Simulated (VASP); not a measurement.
BN: relaxation of cell and atoms with PBE

BN:

```
B N
1.0
     2.51243    0.00000    0.00000
    -1.25621    2.17583    0.00000
     0.00000    0.00000    7.70726
B N
2 2
Direct
  0.33333 0.66667 0.25000
  0.66667 0.33333 0.75000
  0.33333 0.66667 0.75000
  0.66667 0.33333 0.25000
```

```
Program                : VASP 6.6.1
Task                   : relaxation of cell and atoms
Functional             : PBE
Potentials or basis    : VASP PAW PBE potentials, release 64 (B, N)
Cutoff                 : 600 eV
k mesh                 : 12 × 12 × 4
Occupations            : gaussian, width 0.02 eV
Spin                   : no spin polarisation
Dipole correction      : no
Further INCAR settings : ALGO = Normal; EDIFF = 1e-06; IBRION = 2; EDIFFG = -0.005; NSW = 100; ISIF = 3
```

```yaml
Relaxed_volume: 11.02 Å³/atom
Relaxed_cell: a = 2.512 Å, b = 2.512 Å, c = 8.063 Å, α = 90.00°, β = 90.00°, γ = 120.00°
Space_group_after_relaxing_to_0.05_Å: P6_3/mmc (No. 194)
Energy_gained_by_relaxing: 0.1 meV/atom
Ionic_steps: 14
Pressure_after_relaxing: -0.1 GPa
Band_gap_on_the_k_mesh: 4.47 eV, indirect (least direct gap 4.65 eV)
```

The path:
| step | energy change (eV) | largest force (eV/Å) | pressure (GPa) | volume (Å³) |
| --- | --- | --- | --- | --- |
| 1 | 0.0000 | 0.0000 | -0.03 | 42.13 |
| 2 | 0.0000 | 0.0000 | 0.20 | 42.12 |
| 3 | 0.0000 | 0.0000 | 0.11 | 42.13 |
| 4 | 0.0000 | 0.0000 | 0.09 | 42.15 |
| 5 | -0.0001 | 0.0000 | 0.04 | 42.24 |
| 6 | -0.0002 | 0.0000 | -0.04 | 42.42 |
| 7 | -0.0004 | 0.0000 | -0.19 | 42.77 |
| 8 | -0.0004 | 0.0000 | -0.50 | 43.47 |
| 9 | -0.0004 | 0.0000 | -0.50 | 43.47 |
| 10 | -0.0004 | 0.0000 | -0.47 | 43.49 |
| 11 | -0.0004 | 0.0000 | -0.47 | 43.53 |
| 12 | -0.0005 | 0.0000 | -0.41 | 43.61 |
| 13 | -0.0005 | 0.0000 | -0.29 | 43.76 |
| 14 | -0.0005 | 0.0000 | -0.06 | 44.07 |

Final structure:
```
B N
1.0
     2.51234    0.00000    0.00000
    -1.25617    2.17575    0.00000
     0.00000    0.00000    8.06282
B N
2 2
Direct
  0.33333 0.66667 0.25000
  0.66667 0.33333 0.75000
  0.33333 0.66667 0.75000
  0.66667 0.33333 0.25000
```

Levels at points of the mesh, in eV from the valence-band top:
| k point | band 6 | band 7 | band 8 | band 9 | band 10 | band 11 |
| --- | --- | --- | --- | --- | --- | --- |
| (0.00, 0.00, 0.00) | -1.35 | -1.35 | -1.35 | 4.47 | 8.10 | 10.46 |
| (0.50, 0.00, 0.00) | -4.11 | -1.05 | -0.75 | 4.54 | 5.06 | 9.41 |
| (0.00, 0.00, 0.50) | -1.35 | -1.35 | -1.35 | 5.89 | 5.89 | 11.51 |
| (0.50, 0.00, 0.50) | -4.12 | -0.90 | -0.90 | 4.76 | 4.76 | 9.70 |

Run time: 3.6 min on 1 thread of Intel(R) Xeon(R) Platinum 8375C CPU @ 2.90GHz (Ice Lake) (shared host), peak memory 0.18 GiB.

Caveat: this functional lacks dispersion, which binds the layers, so the pressure and a relaxed spacing across them are unreliable. A k mesh can miss the band edges.
